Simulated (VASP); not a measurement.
## BaTiO3: single point with r2SCAN

BaTiO3:

```
CELL_PARAMETERS angstrom
3.97275 0.00000 0.00000
0.00000 3.97275 0.00000
0.00000 0.00000 4.23475
ATOMIC_POSITIONS crystal
Ba 0.50000 0.50000 0.59227
Ti 0.00000 0.00000 0.11062
O 0.00000 0.50000 0.06061
O 0.50000 0.00000 0.06061
O 0.00000 0.00000 0.53588
```

```json
{"Program": "VASP 6.6.1", "Task": "single point", "Functional": "r2SCAN", "Potentials or basis": "VASP PAW PBE potentials, release 64 (Ba_sv, Ti_sv, O)", "Cutoff": "520 eV", "k mesh": "8 × 8 × 8", "Occupations": "gaussian, width 0.02 eV", "Spin": "no spin polarisation", "Dipole correction": "no", "Further INCAR settings": "ALGO = Normal; EDIFF = 1e-07; NBANDS = 28"}
```

```
Pressure               : -0.8 GPa
Largest force          : 0.194 eV/Å
Band gap on the k mesh : 2.20 eV, indirect (least direct gap 2.82 eV)
```

Forces in eV/Å, atoms in the order of the input:
```
Ba   0.000  0.000 -0.040
Ti   0.000  0.000 -0.194
O    0.000  0.000  0.025
O    0.000  0.000  0.025
O    0.000  0.000  0.185
```

Stress tensor (GPa, compression positive):
```
-0.75  0.00  0.00
 0.00 -0.75  0.00
 0.00  0.00 -1.04
```

Levels at points of the mesh, in eV from the valence-band top:
```
           k point  band 17  band 18  band 19  band 20  band 21  band 22  band 23  band 24
(0.00, 0.00, 0.00)    -1.42    -1.08    -0.62    -0.62     2.20     2.88     2.88     4.34
(0.50, 0.00, 0.00)    -2.02    -1.74    -1.73    -1.50     2.94     3.82     3.93     4.42
(0.50, 0.50, 0.00)    -2.19    -1.21    -1.21    -0.06     3.97     3.97     4.33     4.38
(0.00, 0.00, 0.50)    -2.13    -2.04    -0.78    -0.78     2.31     3.81     3.81     4.34
(0.50, 0.00, 0.50)    -1.96    -1.27    -1.16    -0.62     3.82     3.87     4.09     5.17
(0.50, 0.50, 0.50)    -2.71    -0.56    -0.56     0.00     4.33     4.33     4.48     6.42
```

It took 9.1 min on 1 thread of AMD EPYC 7R43 64-Core Processor (Zen 3) (shared host), peak memory 0.25 GiB.

Caveat: the PAW data sets were made with another functional, which shifts forces and pressure a little; spin-orbit coupling is left out, which moves the levels of the heavy elements. A k mesh can miss the band edges.
